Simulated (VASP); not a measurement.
## Mg: single point with PBEsol

Crystal: Mg.

```
Mg
1.0
     2.95769    0.00458   -0.03050
    -1.47488    2.52985    0.01264
    -0.03045   -0.00301    2.97484
Mg
1
Direct
  0.00000 0.00000 0.00000
```

This cell differs from its parent crystal: strained.

```yaml
Program: VASP 6.6.1
Task: single point
Functional: PBEsol
Potentials_or_basis: VASP PAW PBE potentials, release 64 (Mg)
Cutoff: 520 eV
k_mesh: 14 × 14 × 12
Occupations: gaussian, width 0.1 eV
Spin: no spin polarisation
```

```yaml
Pressure: 4.4 GPa
Band_gap_on_the_k_mesh: zero (bands 1 and 2 overlap by 5.42 eV)
```

Stress tensor (GPa, compression positive):
```
 5.15 -0.12 -0.70
-0.12  5.80 -0.06
-0.70 -0.06  2.33
```

Levels at points of the mesh, in eV from the Fermi level:
```tsv
k point	band 1	band 2	band 3	band 4
(0.00, 0.00, 0.00)	-7.09	8.13	9.03	13.11
(0.50, 0.00, 0.00)	-1.78	-1.18	8.75	9.51
(0.00, 0.50, 0.00)	-1.70	-1.04	8.56	9.16
(0.50, 0.50, 0.00)	-1.76	-1.14	8.70	9.41
(0.00, 0.00, 0.50)	-3.18	-2.68	15.31	15.65
(0.50, 0.00, 0.50)	1.45	2.52	2.83	3.35
(0.00, 0.50, 0.50)	1.55	2.62	2.96	3.42
(0.50, 0.50, 0.50)	1.47	2.55	2.86	3.37
```

Run time: 57 s on 1 thread of Intel Xeon 8259CL (shared host), peak memory 0.31 GiB.

Caveat: the cell differs from its parent crystal (strained); the cell stands under pressure; the PAW data sets were made with another functional, which shifts forces and pressure a little.
